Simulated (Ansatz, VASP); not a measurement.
# RbAsPd3 in VASP and in Ansatz

INCAR

```
SYSTEM = RbAsPd3
  PREC = Accurate
  ENCUT = 600
  EDIFF = 1E-6
  ISMEAR = 0
  SIGMA = 0.1
  LREAL = .False.
  LASPH = .True.
  NELM = 100
  ALGO = Normal
  ISIF = 3
  LWAVE = .False.
  LCHARG = .False.
  GGA = PE
  IBRION = 2
  NSW = 90
  EDIFFG = -0.04
```

Contents of KPOINTS:

```
Automatic mesh
0
Gamma
  4 4 4
  0 0 0
```

POSCAR

```
RbAsPd3
1.0
    4.5590564600      0.0000000000      0.0000000000
    0.0000000000      4.5590564600      0.0000000000
    0.0000000000      0.0000000000      4.5590564600
Rb As Pd
1 1 3
Direct
    0.0000000000      0.0000000000      0.0000000000
    0.5000000000      0.5000000000      0.5000000000
    0.0000000000      0.5000000000      0.5000000000
    0.5000000000      0.0000000000      0.5000000000
    0.5000000000      0.5000000000      0.0000000000
```

Input for Ansatz:

```yaml
crystal:
  lattice:
    - [4.55905646, 0.0, 0.0]
    - [0.0, 4.55905646, 0.0]
    - [0.0, 0.0, 4.55905646]
  atoms:
    - { symbol: Rb, position: [0.0, 0.0, 0.0] }
    - { symbol: As, position: [0.5, 0.5, 0.5] }
    - { symbol: Pd, position: [0.0, 0.5, 0.5] }
    - { symbol: Pd, position: [0.5, 0.0, 0.5] }
    - { symbol: Pd, position: [0.5, 0.5, 0.0] }
basis:
  ecutwfc: 420
kpoints:
  mp_grid: { grid: [4, 4, 4] }
hamiltonian:
  xc: pbe
scf:
  occupations: { method: gaussian, width: 0.1 }
  lower_state_search: "off"
output:
  forces: true
  stress: true
  eigenvalues: true
relax:
  adjacent_minimum: "off"
  f_tol: 0.04
  max_steps: 70
  cell: { stress_tol: 0.4 }
```

Change from the starting cell: species swapped into the KMgH3 type (Pm-3m, No. 221).

Alike in both runs: task relaxation of cell and atoms; functional PBE; k mesh 4 × 4 × 4; occupations gaussian, width 0.1 eV; no spin polarisation.

```csv
,VASP,Ansatz
version,VASP 6.6.1,Ansatz 0.2.0
potentials or method,"VASP PAW PBE potentials, release 64 (Rb_sv, As, Pd), cutoff 600 eV","scalar-relativistic, plane waves, PAW"
valence electrons in the cell,44,78
```

```csv
,VASP,Ansatz,Ansatz less VASP
"gap on the k mesh at the Fermi level, each at its own relaxed structure (eV)",none,none,-
relaxed volume (Å³/atom),23.10,23.02,-0.087
relaxed cell length with the largest relative difference (Å),4.870,4.864,-0.0061
```

A gap of «none» marks a metal or a gap that the smearing closes. VASP's potentials hold 44 valence electrons a cell and Ansatz's 78, so a difference there can come from the potentials and not from the codes.

Noted on VASP's run: the volume moved by over 15 % at a fixed basis, so the end points are rough.
